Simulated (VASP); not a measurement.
# CsBe (P4/mmm) in VASP: notebook, part 2 of 2

VASP 6.6.1.

## 4. Relaxation of cell and atoms, PBE

INCAR reads:

```
SYSTEM = CsBe
ALGO = Fast ; EDIFF = 1E-6
EDIFFG = -0.04 ; ENCUT = 600
GGA = PE ; IBRION = 2
ISIF = 3 ; ISMEAR = 0
LASPH = .TRUE. ; LCHARG = .FALSE.
LREAL = .FALSE. ; LWAVE = .FALSE.
NELM = 100 ; NSW = 90
PREC = Accurate ; SIGMA = 0.1
```

KPOINTS reads:

```
k-points
0
G
  6 6 4
  0 0 0
```

POSCAR reads:

```
CsBe
1.0
    3.4857564010      0.0000000000      0.0000000000
    0.0000000000      3.4857564010      0.0000000000
    0.0000000000      0.0000000000      4.5688307113
Cs Be
1 1
Direct
    0.5000000000      0.5000000000      0.5000000000
    0.0000000000      0.0000000000      0.0000000000
```

Potentials or basis: VASP PAW PBE potentials, release 64 (Cs_sv, Be).

On the command line:

```bash
> cat potpaw_PBE.64/Cs_sv/POTCAR potpaw_PBE.64/Be/POTCAR > POTCAR
> mpirun -np 1 vasp_std > vasp.out
```

OUTCAR:

```text
SYSTEM = CsBe
   EDIFF = 1E-6
   EDIFFG = -0.04
   ENCUT = 600
   GGA = PE
   IBRION = 2
   ISIF = 3
   ISMEAR = 0
   LASPH = .TRUE.
   LREAL = .FALSE.
   NELM = 100
   NSW = 90
   PREC = Accurate

 ion  position               nearest neighbor table
   1  0.500  0.500  0.500-
   2  0.000  0.000  0.000-

  LATTYP: Found a simple tetragonal cell.
 ALAT       =     3.4857564010
 C/A-ratio  =     1.3107142857

  Lattice vectors:

 A1 = (   3.4857564010,   0.0000000000,   0.0000000000)
 A2 = (   0.0000000000,   3.4857564010,   0.0000000000)
 A3 = (   0.0000000000,   0.0000000000,   4.5688307113)

Analysis of symmetry for initial positions (statically):
=====================================================================
 Subroutine PRICEL returns:
 Original cell was already a primitive cell.

 Routine SETGRP: Setting up the symmetry group for a
 simple tetragonal supercell.

 Subroutine GETGRP returns: Found 16 space group operations
 (whereof 16 operations were pure point group operations)
 out of a pool of 16 trial point group operations.

The static configuration has the point symmetry D_4h.

Analysis of symmetry for dynamics (positions and initial velocities):
=====================================================================
 Subroutine PRICEL returns:
 Original cell was already a primitive cell.

 Routine SETGRP: Setting up the symmetry group for a
 simple tetragonal supercell.

 Subroutine GETGRP returns: Found 16 space group operations
 (whereof 16 operations were pure point group operations)
 out of a pool of 16 trial point group operations.

The dynamic configuration has the point symmetry D_4h.

 Subroutine INISYM returns: Found 16 space group operations
 (whereof 16 operations are pure point group operations),
 and found     1 'primitive' translations

[... 137 lines left out ...]
 number of electron      11.0000000 magnetization

 Free energy of the ion-electron system (eV)
  ---------------------------------------------------
  ext. energy  EPLUGINS =         0.00000000
  ---------------------------------------------------
  free energy    TOTEN  =        -1.71404710 eV

  energy without entropy =       -1.70579609  energy(sigma->0) =       -1.70992159

------------------------ aborting loop because EDIFF is reached ----------------------------------------

  FORCE on cell =-STRESS in cart. coord.  units (eV):
  Direction    XX          YY          ZZ          XY          YZ          ZX
  --------------------------------------------------------------------------------------
  -------------------------------------------------------------------------------------
  Total        1.9201436      1.9201436      1.9079661      0.0000000      0.0000000      0.0000000
  in kB       55.4172725     55.4172725     55.0658197      0.0000000      0.0000000      0.0000000
  external PRESSURE =      55.3001215 kB  Pullay stress =       0.0000000 kB
[... 89 lines left out ...]
  FREE ENERGIE OF THE ION-ELECTRON SYSTEM (eV)
  ---------------------------------------------------
  free  energy   TOTEN  =        -1.9826095403 eV

  energy  without entropy=       -1.9719577402  energy(sigma->0) =       -1.97728364

[... ionic steps 4 to 9 ...]

--------------------------------------- Ionic step       10  -------------------------------------------

 number of electron      10.9999993 magnetization

------------------------ aborting loop because EDIFF is reached ----------------------------------------
[... 67 lines left out ...]
--------------------------------------- Ionic step       12  -------------------------------------------

 number of electron      11.0000005 magnetization

 Free energy of the ion-electron system (eV)
  ---------------------------------------------------
  ext. energy  EPLUGINS =         0.00000000
  ---------------------------------------------------
  free energy    TOTEN  =        -2.09140037 eV

  energy without entropy =       -2.07732557  energy(sigma->0) =       -2.08436297

 E-fermi :   1.4859     XC(G=0):  -7.3595

 val. band max:        1.4850747706   @ k =   0.3333   0.0000   0.5000
 cond. band min:       1.5228207791   @ k =   0.5000   0.3333   0.2500
 fundamental gap:      0.0377460085
 Fermi energy:         1.4858978574

 k-point     1 :       0.0000    0.0000    0.0000
  band No.  band energies     occupation
      1     -21.2495      2.00000
      2      -7.9248      2.00000
      3      -7.9248      2.00000
      4      -7.6660      2.00000
      5      -2.3649      2.00000
      6       3.2501      0.00000
      7       3.5156      0.00000
      8       3.5604      0.00000
      9       4.5979      0.00000
[... 265 lines left out ...]
 k-point    24 :       0.5000    0.0000    0.5000
  band No.  band energies     occupation
      1     -21.1343      2.00000
      2      -8.6337      2.00000
      3      -8.1807      2.00000
      4      -7.7499      2.00000
      5      -0.9470      2.00000
      6       1.9639      0.00000
      7       2.3653      0.00000
      8       3.8382      0.00000
      9       4.0118      0.00000

 [... further k-points ...]
[... 5 lines left out ...]
  --------------------------------------------------------------------------------------
  -------------------------------------------------------------------------------------
  Total        0.0158598      0.0158598      0.0799562      0.0000000      0.0000000      0.0000000
  in kB        0.3032334      0.3032334      1.5287361      0.0000000      0.0000000      0.0000000
  external PRESSURE =       0.7117343 kB  Pullay stress =       0.0000000 kB
[... 17 lines left out ...]
  FREE ENERGIE OF THE ION-ELECTRON SYSTEM (eV)
  ---------------------------------------------------
  free  energy   TOTEN  =        -2.0914003671 eV

  energy  without entropy=       -2.0773255732  energy(sigma->0) =       -2.08436297

 reached required accuracy - stopping structural energy minimisation
```

OSZICAR:

```text
N       E                     dE             d eps       ncg     rms          rms(c)
DAV:   1     0.613839398256E+02    0.61384E+02   -0.48553E+03   540   0.107E+03
DAV:   2     0.164875599323E+01   -0.59735E+02   -0.57921E+02   768   0.152E+02
DAV:   3    -0.178066231348E+01   -0.34294E+01   -0.34160E+01   594   0.474E+01
[... 126 lines left out ...]
RMM:   4    -0.209127097791E+01   -0.14193E-03   -0.78220E-03   571   0.790E-01    0.811E-02
RMM:   5    -0.209138387980E+01   -0.11290E-03   -0.11306E-03   563   0.288E-01    0.322E-02
RMM:   6    -0.209139716259E+01   -0.13283E-04   -0.12136E-04   549   0.909E-02    0.440E-03
RMM:   7    -0.209139992411E+01   -0.27615E-05   -0.24739E-05   528   0.389E-02    0.169E-03
RMM:   8    -0.209140036711E+01   -0.44300E-06   -0.35574E-06   444   0.150E-02
  12 F= -.20914004E+01 E0= -.20843630E+01  d E =-.905495E-01
```

It took 2.5 min on 1 thread of Oxide Virtual Turin-like, shared host; peak memory 0.15 GiB.

What came out:

```
Free energy                            : -2.0914 eV
Relaxed volume                         : 41.90 Å³/atom
Relaxed cell                           : a = 4.563 Å, b = 4.563 Å, c = 4.025 Å, α = 90.00°, β = 90.00°, γ = 90.00°
Space group after relaxing (to 0.05 Å) : P4/mmm (No. 123)
Energy gained by relaxing              : 188.7 meV/atom
Ionic steps                            : 12
Pressure after relaxing                : 0.1 GPa
```

Stress tensor (GPa, compression positive):
```
0.03 0.00 0.00
0.00 0.03 0.00
0.00 0.00 0.15
```

Step by step:
```tsv
step	energy change (eV)	largest force (eV/Å)	pressure (GPa)	volume (Å³)
1	0.0000	0.0000	5.53	55.51
2	-0.1879	0.0000	2.36	63.57
3	-0.2686	0.0000	0.82	71.98
4	-0.2662	0.0000	-0.58	90.97
5	-0.2864	0.0000	-0.09	81.66
6	-0.2868	0.0000	-0.01	80.37
7	-0.2977	0.0000	-0.02	80.82
8	-0.3254	0.0000	-0.02	82.01
9	-0.3650	0.0000	0.14	83.53
10	-0.3239	0.0000	-0.01	82.66
11	-0.3742	0.0000	0.15	83.80
12	-0.3774	0.0000	0.07	83.80
```

Final structure:
```
Cs Be
1.0
     4.56287    0.00000    0.00000
     0.00000    4.56287    0.00000
     0.00000    0.00000    4.02489
Cs Be
1 1
Direct
  0.50000 0.50000 0.50000
  0.00000 0.00000 0.00000
```

Caveat: the volume moved by over 15 % at a fixed basis, so the end points are rough; spin-orbit coupling is left out, which moves the levels of the heavy elements.

## 5. Relaxation of cell and atoms, PBE

This run uses another cell than the first one, of 42.21 Å³/atom, 1.521 times its volume.

INCAR reads:

```
SYSTEM = CsBe
  PREC = Accurate
  ENCUT = 600
  EDIFF = 1E-6
  ISMEAR = 0
  SIGMA = 0.1
  LREAL = .False.
  LASPH = .True.
  NELM = 100
  ALGO = Fast
  ISIF = 3
  LWAVE = .False.
  LCHARG = .False.
  GGA = PE
  IBRION = 2
  NSW = 100
  EDIFFG = -0.01
```

KPOINTS reads:

```
Automatic mesh
0
Gamma
  12 12 14
  0 0 0
```

POSCAR reads:

```
CsBe
1.0
    4.4731484136      0.0000000000      0.0000000000
    0.0000000000      4.4731484136      0.0000000000
    0.0000000000      0.0000000000      4.2191881418
Cs Be
1 1
Direct
    0.5000000000      0.5000000000      0.5000000000
    0.0000000000      0.0000000000      0.0000000000
```

On the command line:

```bash
> cat potpaw_PBE.64/Cs_sv/POTCAR potpaw_PBE.64/Be/POTCAR > POTCAR
> mpirun -np 1 vasp_std > vasp.out
```

Wall time 9.1 min (1 thread of Oxide Virtual Turin-like, shared host); peak memory 0.37 GiB.

The run converged. Its results:

```yaml
Free_energy: -2.0880 eV
Relaxed_volume: 42.58 Å³/atom
Relaxed_cell: a = 4.413 Å, b = 4.413 Å, c = 4.373 Å, α = 90.00°, β = 90.00°, γ = 90.00°
Space_group_after_relaxing_to_0.05_Å: Pm-3m (No. 221)
Energy_gained_by_relaxing: 1.3 meV/atom
Ionic_steps: 6
Pressure_after_relaxing: 0.0 GPa
```

The path:
| step | energy change (eV) | largest force (eV/Å) | pressure (GPa) | volume (Å³) |
| --- | --- | --- | --- | --- |
| 1 | 0.0000 | 0.0000 | 0.04 | 84.42 |
| 2 | -0.0004 | 0.0000 | 0.02 | 84.54 |
| 3 | -0.0013 | 0.0000 | 0.00 | 84.89 |
| 4 | -0.0023 | 0.0000 | -0.05 | 85.57 |
| 5 | -0.0023 | 0.0000 | -0.07 | 85.84 |
| 6 | -0.0026 | 0.0000 | -0.02 | 85.17 |

Final structure:
```cif
data_structure
_symmetry_space_group_name_H-M 'P 1'
_symmetry_Int_Tables_number 1
_cell_length_a 4.4133
_cell_length_b 4.4133
_cell_length_c 4.3727
_cell_angle_alpha 90.000
_cell_angle_beta 90.000
_cell_angle_gamma 90.000
_cell_volume 85.17
loop_
_atom_site_label
_atom_site_type_symbol
_atom_site_fract_x
_atom_site_fract_y
_atom_site_fract_z
_atom_site_occupancy
Cs1 Cs 0.50000 0.50000 0.50000 1
Be1 Be 0.00000 0.00000 0.00000 1
```

Levels at points of the mesh, in eV from the Fermi level:
```csv
k point,band 1,band 2,band 3,band 4,band 5,band 6,band 7,band 8,band 9
"(0.00, 0.00, 0.00)",-22.68,-9.32,-9.32,-9.30,-3.83,1.95,1.98,2.32,2.32
"(0.50, 0.00, 0.00)",-22.65,-9.90,-9.26,-9.24,-2.32,-1.02,1.66,1.75,2.81
"(0.50, 0.50, 0.00)",-22.62,-9.78,-9.78,-9.19,-2.62,0.65,0.65,2.21,2.74
"(0.00, 0.00, 0.50)",-22.65,-9.92,-9.25,-9.25,-2.29,-1.01,1.68,1.68,2.83
"(0.50, 0.00, 0.50)",-22.61,-9.80,-9.77,-9.20,-2.59,0.63,0.66,2.23,2.68
"(0.50, 0.50, 0.50)",-22.58,-9.70,-9.67,-9.67,-1.43,-0.47,-0.47,-0.47,6.02
```

Caveat: spin-orbit coupling is left out, which moves the levels of the heavy elements.

## 6. Summary

| task | cell | k mesh | cutoff (eV) | gap on the mesh (eV) | pressure (GPa) | relaxed volume (Å³/atom) |
| --- | --- | --- | --- | --- | --- | --- |
| single point | a = 3.486, b = 3.486, c = 4.569 Å, 2 atoms | 6 × 6 × 4 | 520 | none | 5.5 | - |
| single point | a = 4.473, b = 4.473, c = 4.219 Å, 2 atoms | 6 × 6 × 4 | 520 | none | 0.1 | - |
| relaxation of cell and atoms | relaxed from a = 3.486, b = 3.486, c = 4.569 Å, 2 atoms | 6 × 6 × 4 | 600 | none | 0.1 | 41.90 |
| relaxation of cell and atoms | relaxed from a = 4.473, b = 4.473, c = 4.219 Å, 2 atoms | 12 × 12 × 14 | 600 | none | 0.0 | 42.58 |

Alike in all rows: level PBE; potentials or basis VASP PAW PBE potentials, release 64 (Cs_sv, Be); no spin polarisation; smearing gaussian 0.1 eV.

Caveats: some runs use coarse meshes; spin-orbit coupling is left out, which moves the levels of the heavy elements; the volume moved by over 15 % at a fixed basis, so the end points are rough (some runs).

Total energies depend on the potentials used, so only differences within one code and one set of settings carry meaning.
